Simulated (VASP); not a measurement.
# GaSb (I-4m2) in VASP: single point with LDA

Aim: the single point of GaSb with LDA.

Everything below comes from runs of VASP 6.6.1. Logs are shortened: lines on timing, memory, paths and dates and some standing lists are left out, and cuts for length are marked.

## 1. The cell of the first run

The structure is tetragonal, space group I-4m2 (No. 119). The conventional cell has a = 5.094 Å, b = 5.094 Å, c = 3.181 Å, α = 90.00°, β = 90.00°, γ = 90.00°. Within 3.5 Å of Ga (site symmetry -4m2) lie 8 Sb at 2.67 to 3.49 Å and 2 Ga at 3.18 Å. Within 3.5 Å of Sb (site symmetry -4m2) lie 8 Ga at 2.67 to 3.49 Å and 2 Sb at 3.18 Å.

## 2. Single point, LDA (strain -0.0750 x Voigt [1, 1, 0, 0, 0, 0])

Input file INCAR:

```
ALGO = Normal
EDIFF = 1E-6
ENCUT = 520
ISIF = 2
ISMEAR = 0
LASPH = T
LCHARG = T
LELF = T
LREAL = F
LVHAR = T
LWAVE = F
NBANDS = 16
NELM = 60
PREC = Accurate
SIGMA = 0.15
```

Input file KPOINTS:

```
k-points
0
Gamma
  18 18 18
```

Input file POSCAR:

```
GaSb
1.0
   -2.5469264500      2.5469264500      1.5907070000
    2.5469264500     -2.5469264500      1.5907070000
    2.5469264500      2.5469264500     -1.5907070000
Ga Sb
1 1
Direct
    0.2500000000      0.7500000000      0.5000000000
    0.0000000000      0.0000000000      0.0000000000
```

Potentials or basis: VASP PAW LDA potentials, release 64 (Ga_d, Sb).

Run with:

```bash
cat potpaw_LDA.64/Ga_d/POTCAR potpaw_LDA.64/Sb/POTCAR > POTCAR
mpirun -np 1 vasp_std > vasp.out
```

OUTCAR:

```text
EDIFF = 1E-6
   ENCUT = 520
   ISIF = 2
   ISMEAR = 0
   LASPH = T
   LREAL = F
   NELM = 60
   PREC = Accurate

 ion  position               nearest neighbor table
   1  0.250  0.750  0.500-   2 2.67   2 2.67   2 2.67   2 2.67
   2  0.000  0.000  0.000-   1 2.67   1 2.67   1 2.67   1 2.67

  LATTYP: Found a body centered tetragonal cell.
 ALAT       =     5.0938529000
 C/A-ratio  =     0.6245594568

  Lattice vectors:

 A1 = (  -2.5469264500,   2.5469264500,   1.5907070000)
 A2 = (   2.5469264500,  -2.5469264500,   1.5907070000)
 A3 = (   2.5469264500,   2.5469264500,  -1.5907070000)

Analysis of symmetry for initial positions (statically):
=====================================================================
 Subroutine PRICEL returns:
 Original cell was already a primitive cell.

 Routine SETGRP: Setting up the symmetry group for a
 body centered tetragonal supercell.

 Subroutine GETGRP returns: Found  8 space group operations
 (whereof  8 operations were pure point group operations)
 out of a pool of 16 trial point group operations.

The static configuration has the point symmetry D_2d.

Analysis of symmetry for dynamics (positions and initial velocities):
=====================================================================
 Subroutine PRICEL returns:
 Original cell was already a primitive cell.

 Routine SETGRP: Setting up the symmetry group for a
 body centered tetragonal supercell.

 Subroutine GETGRP returns: Found  8 space group operations
 (whereof  8 operations were pure point group operations)
 out of a pool of 16 trial point group operations.

The dynamic configuration has the point symmetry D_2d.

 Subroutine INISYM returns: Found  8 space group operations
 (whereof  8 operations are pure point group operations),
 and found     1 'primitive' translations

----------------------------------------------------------------------------------------

                                     Primitive cell

  volume of cell :      41.2746

  direct lattice vectors                    reciprocal lattice vectors
    -2.546926450  2.546926450  1.590707000     0.000000000  0.196315053  0.314325643
     2.546926450 -2.546926450  1.590707000     0.196315053  0.000000000  0.314325643
     2.546926450  2.546926450 -1.590707000     0.196315053  0.196315053  0.000000000

  length of vectors
     3.937514120  3.937514120  3.937514120     0.370594400  0.370594400  0.277631410

  position of ions in fractional coordinates (direct lattice)
     0.250000000  0.750000000  0.500000000
     0.000000000  0.000000000  0.000000000

  ion indices of the primitive-cell ions
   primitive index   ion index
                 1           1
                 2           2

----------------------------------------------------------------------------------------

 KPOINTS: k-points

Automatic generation of k-mesh.
 Grid dimensions read from file:
 generate k-points for:   18   18   18

 Generating k-lattice:

  Cartesian coordinates                     Fractional coordinates (reciprocal lattice)
     0.000000000  0.010906392  0.017462536     0.055555556 -0.000000000  0.000000000
     0.010906392  0.000000000  0.017462536    -0.000000000  0.055555556  0.000000000
     0.010906392  0.010906392  0.000000000     0.000000000  0.000000000  0.055555556

  Length of vectors
     0.020588578  0.020588578  0.015423967

  Shift w.r.t. Gamma in fractional coordinates (k-lattice)
     0.000000000  0.000000000  0.000000000

 Subroutine IBZKPT returns following result:
 ===========================================

 Found    480 irreducible k-points:

 Following reciprocal coordinates:
            Coordinates               Weight
  0.000000  0.000000  0.000000      1.000000
  0.055556 -0.000000  0.000000      8.000000
  0.111111 -0.000000  0.000000      8.000000
  0.166667  0.000000  0.000000      8.000000
  0.222222  0.000000 -0.000000      8.000000
  0.277778  0.000000  0.000000      8.000000
[... 16 lines left out ...]
 -0.277778  0.055556  0.000000     16.000000
 -0.222222  0.055556  0.000000     16.000000
 [... further k-points ...]
   k-points           NKPTS =    480   k-points in BZ     NKDIM =    480   number of bands    NBANDS=     16
   number of dos      NEDOS =    301   number of ions     NIONS =      2
   total plane-waves  NPLWV =  27000
   dimension x,y,z NGX =    30 NGY =   30 NGZ =   30
   dimension x,y,z NGXF=    60 NGYF=   60 NGZF=   60
   ions per type =               1   1
   NGX,Y,Z   is equivalent  to a cutoff of  12.67, 12.67, 12.67 a.u.
   NGXF,Y,Z  is equivalent  to a cutoff of  25.33, 25.33, 25.33 a.u.
 SYSTEM =  unknown system
   PREC   = accura    normal or accurate (medium, high low for compatibility)
   ISTART =      0    job   : 0-new  1-cont  2-samecut
   ICHARG =      2    charge: 1-file 2-atom 10-const
   ISPIN  =      1    spin polarized calculation?
   LNONCOLLINEAR =      F non collinear calculations
   LSORBIT =      F    spin-orbit coupling
   LASPH  =      T    aspherical Exc in radial PAW
   ENCUT  =  520.0 eV  38.22 Ry    6.18 a.u.   7.32  7.32  7.32*2*pi/ulx,y,z
   NELM   =     60;   NELMIN=  2; NELMDL= -5     # of ELM steps
   EDIFF  = 0.1E-05   stopping-criterion for ELM
   LREAL  =      F    real-space projection
[... 7 lines left out ...]
   TEBEG  =    0.0;   TEEND  =   0.0 temperature during run
   PSTRESS=    0.0 pullay stress
   NELECT =      18.0000    total number of electrons
   NUPDOWN=      -1.0000    fix difference up-down
   EMIN   =  10.00;   EMAX   =-10.00  energy-range for DOS
   EFERMI =   0.00;   METHOD = LEGACY
   ISMEAR =     0;   SIGMA  =   0.15  broadening in eV -4-tet -1-fermi 0-gaus
   EFERMI_NEDOS =   21; number of points for ismear=-14 and -15
   IALGO  =     38    algorithm
   IMIX   =      4    mixing-type and parameters
     AMIX     =   0.40;   BMIX     =  1.00
     AMIX_MAG =   1.60;   BMIX_MAG =  1.00
  volume/ion in A,a.u.               =      20.64       139.27
  Fermi-wavevector in a.u.,A,eV,Ry     =   1.241475  2.346048 20.970120  1.541260
  Thomas-Fermi vector in A             =   2.375871
   LORBIT       =      0    0 simple, 1 ext, 2 COOP (PROOUT), +10 PAW based schemes
   GGA     = CA    functional components
   LHFCALC =     F    Hartree Fock is set to
   AEXX    =    0.0000 exact exchange contribution
   IVDW    =     0    specifies the selected vdW correction
   LEPSILON=     F    determine dielectric tensor
   LRPA    =     F    only Hartree local field effects (RPA)
 non-spin polarized calculation
 Gauss-broadening in eV      SIGMA  =   0.15
  energy-cutoff  :      520.00
  volume of cell :       41.27
 maximum number of plane-waves:      1128
 NGX is ok and might be reduce to    30
   NGX = 15   NGY = 15   NGZ = 15

 number of electron      18.0000009 magnetization

 Free energy of the ion-electron system (eV)
  ---------------------------------------------------
  ext. energy  EPLUGINS =         0.00000000
  ---------------------------------------------------
  free energy    TOTEN  =        -8.25719616 eV

  energy without entropy =       -8.24979343  energy(sigma->0) =       -8.25349480

 E-fermi :   8.3167     XC(G=0): -11.1737

 val. band max:        8.3039658786   @ k =   0.0556   0.0556   0.0556
 cond. band min:       8.3296541244   @ k =  -0.3333   0.1111   0.0556
 fundamental gap:      0.0256882458
 Fermi energy:         8.3167373502

 k-point     1 :       0.0000    0.0000    0.0000
  band No.  band energies     occupation
      1      -6.9994      2.00000
      2      -6.9277      2.00000
      3      -6.9204      2.00000
      4      -6.8835      2.00000
      5      -6.8835      2.00000
      6      -4.9044      2.00000
[... 8 lines left out ...]
     15      18.0556      0.00000
     16      18.8759      0.00000

 k-point     2 :       0.0556   -0.0000    0.0000
  band No.  band energies     occupation
      1      -6.9953      2.00000
      2      -6.9288      2.00000
      3      -6.9195      2.00000
      4      -6.8852      2.00000
      5      -6.8851      2.00000
      6      -4.8412      2.00000
[... 8 lines left out ...]
     15      18.3250      0.00000
     16      18.7433      0.00000

 k-point     3 :       0.1111   -0.0000    0.0000
  band No.  band energies     occupation
      1      -6.9839      2.00000
      2      -6.9319      2.00000
      3      -6.9171      2.00000
      4      -6.8897      2.00000
      5      -6.8897      2.00000
      6      -4.6516      2.00000
[... 8 lines left out ...]
     15      17.8454      0.00000
     16      18.8702      0.00000

 k-point     4 :       0.1667    0.0000    0.0000
  band No.  band energies     occupation
      1      -6.9680      2.00000
      2      -6.9359      2.00000
      3      -6.9151      2.00000
      4      -6.8961      2.00000
      5      -6.8949      2.00000
      6      -4.3365      2.00000
[... 8 lines left out ...]
     15      17.1833      0.00000
     16      19.1510      0.00000

 k-point     5 :       0.2222    0.0000   -0.0000
  band No.  band energies     occupation
      1      -6.9576      2.00000
      2      -6.9346      2.00000
      3      -6.9180      2.00000
      4      -6.9013      2.00000
      5      -6.8959      2.00000
      6      -3.8982      2.00000
[... 8 lines left out ...]
     15      16.6142      0.00000
     16      19.5840      0.00000

 k-point     6 :       0.2778    0.0000    0.0000
  band No.  band energies     occupation
      1      -6.9623      2.00000
      2      -6.9274      2.00000
      3      -6.9263      2.00000
      4      -6.8971      2.00000
      5      -6.8917      2.00000
      6      -3.3420      2.00000
[... 8 lines left out ...]
     15      16.1937      0.00000
     16      20.1384      0.00000

 k-point     7 :       0.3333    0.0000   -0.0000
  band No.  band energies     occupation
      1      -6.9716      2.00000
      2      -6.9357      2.00000
      3      -6.9284      2.00000
      4      -6.8861      2.00000
      5      -6.8807      2.00000
      6      -2.6801      2.00000
[... 8 lines left out ...]
     15      16.1287      0.00000
     16      20.7853      0.00000

 k-point     8 :       0.3889    0.0000   -0.0000
  band No.  band energies     occupation
      1      -6.9802      2.00000
      2      -6.9438      2.00000
      3      -6.9316      2.00000
      4      -6.8811      2.00000
      5      -6.8637      2.00000
      6      -1.9426      2.00000
[... 8 lines left out ...]
     15      17.3600      0.00000
     16      21.4763      0.00000

 k-point     9 :       0.4444    0.0000   -0.0000
  band No.  band energies     occupation
      1      -6.9862      2.00000
      2      -6.9491      2.00000
      3      -6.9339      2.00000
      4      -6.8777      2.00000
      5      -6.8521      2.00000
      6      -1.2234      2.00000
[... 8 lines left out ...]
     15      18.7050      0.00000
     16      20.7561      0.00000
[... 172 lines left out ...]
 k-point    19 :       0.5000    0.0556   -0.0000
  band No.  band energies     occupation
      1      -6.9873      2.00000
      2      -6.9492      2.00000
      3      -6.9338      2.00000
      4      -6.8771      2.00000
      5      -6.8514      2.00000
      6      -1.0404      2.00000
[... 8 lines left out ...]
     15      19.4550      0.00000
     16      20.1477      0.00000

 k-point    20 :      -0.4444    0.0556    0.0000
  band No.  band energies     occupation
      1      -6.9833      2.00000
      2      -6.9443      2.00000
      3      -6.9311      2.00000
      4      -6.8795      2.00000
      5      -6.8620      2.00000
      6      -1.7103      2.00000
[... 8 lines left out ...]
     15      18.2839      0.00000
     16      21.0434      0.00000

 k-point    21 :      -0.3889    0.0556    0.0000
  band No.  band energies     occupation
      1      -6.9761      2.00000
      2      -6.9368      2.00000
      3      -6.9273      2.00000
      4      -6.8842      2.00000
      5      -6.8775      2.00000
      6      -2.4563      2.00000
[... 8 lines left out ...]
     15      17.0788      0.00000
     16      20.5275      0.00000

 k-point    22 :      -0.3333    0.0556    0.0000
  band No.  band energies     occupation
      1      -6.9675      2.00000
      2      -6.9292      2.00000
      3      -6.9245      2.00000
      4      -6.8953      2.00000
      5      -6.8874      2.00000
      6      -3.1430      2.00000
[... 8 lines left out ...]
     15      16.4135      0.00000
     16      19.8894      0.00000

 k-point    23 :      -0.2778    0.0556    0.0000
  band No.  band energies     occupation
      1      -6.9609      2.00000
      2      -6.9349      2.00000
      3      -6.9185      2.00000
      4      -6.8999      2.00000
      5      -6.8917      2.00000
      6      -3.7298      2.00000
[... 8 lines left out ...]
     15      16.5912      0.00000
     16      19.3391      0.00000

 k-point    24 :      -0.2222    0.0556    0.0000
  band No.  band energies     occupation
      1      -6.9667      2.00000
      2      -6.9395      2.00000
      3      -6.9148      2.00000
      4      -6.8956      2.00000
      5      -6.8915      2.00000
      6      -4.2012      2.00000
[... 8 lines left out ...]
     15      16.9993      0.00000
     16      18.9148      0.00000

 [... further k-points ...]
[... 5 lines left out ...]
  --------------------------------------------------------------------------------------
  -------------------------------------------------------------------------------------
  Total        2.5436089      2.5436089      0.6120241      0.0000000      0.0000000      0.0000000
  in kB       98.7365445     98.7365445     23.7572471      0.0000000      0.0000000      0.0000000
  external PRESSURE =      73.7434454 kB  Pullay stress =       0.0000000 kB

 VOLUME and BASIS-vectors are now :
 -----------------------------------------------------------------------------
  energy-cutoff  :      520.00
  volume of cell :       41.27
      direct lattice vectors                 reciprocal lattice vectors
    -2.546926450  2.546926450  1.590707000     0.000000000  0.196315053  0.314325643
     2.546926450 -2.546926450  1.590707000     0.196315053  0.000000000  0.314325643
     2.546926450  2.546926450 -1.590707000     0.196315053  0.196315053  0.000000000

 POSITION                                       TOTAL-FORCE (eV/Angst)
 -----------------------------------------------------------------------------------
      2.54693      0.00000      0.79535         0.000000      0.000000     -0.000000
      0.00000      0.00000      0.00000        -0.000000     -0.000000      0.000000
 -----------------------------------------------------------------------------------
    total drift:                                0.000000     -0.000000      0.000000

  FREE ENERGIE OF THE ION-ELECTRON SYSTEM (eV)
  ---------------------------------------------------
  free  energy   TOTEN  =        -8.2571961569 eV

  energy  without entropy=       -8.2497934343  energy(sigma->0) =       -8.25349480
```

It took 4.1 min on 1 thread of Intel Xeon Platinum 8259CL at 2.50GHz (Skylake/Cascade Lake), shared host; peak memory 0.42 GiB.

Results:

- Free energy: -8.2572 eV
- Pressure: 7.4 GPa
- Band gap on the k mesh: zero (bands 9 and 10 overlap by 6.16 eV)

Stress tensor (GPa, compression positive):
```
9.87 0.00 0.00
0.00 9.87 0.00
0.00 0.00 2.38
```

Caveat: the cell differs from its parent crystal (strain -0.0750 x Voigt [1, 1, 0, 0, 0, 0]); the stress differs along the axes, from 2 to 10 GPa; spin-orbit coupling is left out, which moves the levels of the heavy elements.

The gap in the log of VASP goes by the Fermi energy; the results here count the filled bands.